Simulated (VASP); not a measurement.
Wanted: the native input for a VASP 6.6.1 run.

```yaml
Task: single point
Functional: PBEsol
Potentials_or_basis: VASP PAW PBE potentials, release 64 (Cu)
Cutoff: 520 eV
k_mesh: 20 × 20 × 14
Occupations: gaussian, width 0.1 eV
Spin: no spin polarisation
Dipole_correction: no
Further_INCAR_settings: ALGO = Fast; EDIFF = 1e-07; NBANDS = 18
```

The structure of Cu lies in POSCAR:

```
Cu
1.0
    1.7460720655      1.7460720655      0.0000000000
   -1.7460720655      1.7460720655      0.0000000000
    0.0000000000      0.0000000000      3.6061733270
Cu
2
Direct
    0.0000000000      0.0000000000      0.0000000000
    0.5000000000      0.5000000000      0.5000000000
```

This cell differs from its parent crystal: biaxial strain in the a-b plane: -2.0 %.

One way to write it, as run:

INCAR

```
PREC = Accurate ; ENCUT = 520
EDIFF = 1E-7 ; ISMEAR = 0
SIGMA = 0.1 ; LREAL = False
LASPH = True ; NELM = 100
ALGO = Fast ; ISIF = 2
LWAVE = False ; LCHARG = False
GGA = PS ; NBANDS = 18
```

KPOINTS

```
Automatic mesh
0
Gamma
  20 20 14
```

Potentials or basis: VASP PAW PBE potentials, release 64 (Cu).

Command:

```console
$ cat potpaw_PBE.64/Cu/POTCAR > POTCAR
$ mpirun -np 1 vasp_std > vasp.out
```

Results of the run:

| Property | Result |
| --- | --- |
| Pressure | 6.0 GPa |
| Band gap on the k mesh | zero (bands 11 and 12 overlap by 8.45 eV) |

Caveat: the cell differs from its parent crystal (biaxial strain in the a-b plane: -2.0 %); the cell stands under pressure; the PAW data sets were made with another functional, which shifts forces and pressure a little.

Wall time 91 s on 1 thread of Intel(R) Xeon(R) 6975P-C (Granite Rapids), with other jobs on the host, peak memory 0.27 GiB.
